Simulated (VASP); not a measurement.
Write the native input for VASP 6.6.1 that does the following.

```yaml
Task: single point
Functional: PBE
Potentials_or_basis: VASP PAW PBE potentials, release 64 (Si, C)
Cutoff: 520 eV
k_mesh: 12 × 12 × 7
Occupations: fermi-dirac, width 0.08 eV
Spin: no spin polarisation
Dipole_correction: no
Further_INCAR_settings: ALGO = Normal; EDIFF = 1e-06; NBANDS = 16
```

The structure of SiC (NiAs type) lies in POSCAR:

```
SiC
1.0
    2.8713341384      0.0000000000      0.0000000000
   -1.4356670692      2.4866483066      0.0000000000
    0.0000000000      0.0000000000      4.7610888572
Si C
2 2
Direct
    0.0000000000      0.0000000000      0.0000000000
    0.0000000000      0.0000000000      0.5000000000
    0.3333333333      0.6666666667      0.2500000000
    0.6666666667      0.3333333333      0.7500000000
```

The input as run:

INCAR

```
SYSTEM = SiC
  PREC = Accurate
  ENCUT = 520
  EDIFF = 1E-6
  ISMEAR = -1
  SIGMA = 0.08
  LREAL = .FALSE.
  LASPH = .TRUE.
  NELM = 80
  ALGO = Normal
  ISIF = 2
  LWAVE = .FALSE.
  LCHARG = .TRUE.
  GGA = PE
  LELF = .TRUE.
  LVHAR = .TRUE.
  NBANDS = 16
```

KPOINTS

```
Automatic mesh
0
G
  12 12 7
  0 0 0
```

Potentials or basis: VASP PAW PBE potentials, release 64 (Si, C).

Launch:

```sh
$ cat potpaw_PBE.64/Si/POTCAR potpaw_PBE.64/C/POTCAR > POTCAR
$ mpirun -np 1 vasp_std > vasp.out
```

Results of the run:

```json
{
  "Pressure": "-0.1 GPa",
  "Band gap on the k mesh": "zero (bands 8 and 9 overlap by 1.54 eV)"
}
```

Wall time 58 s on 1 thread of Intel Xeon 8259CL (shared host), peak memory 0.17 GiB.
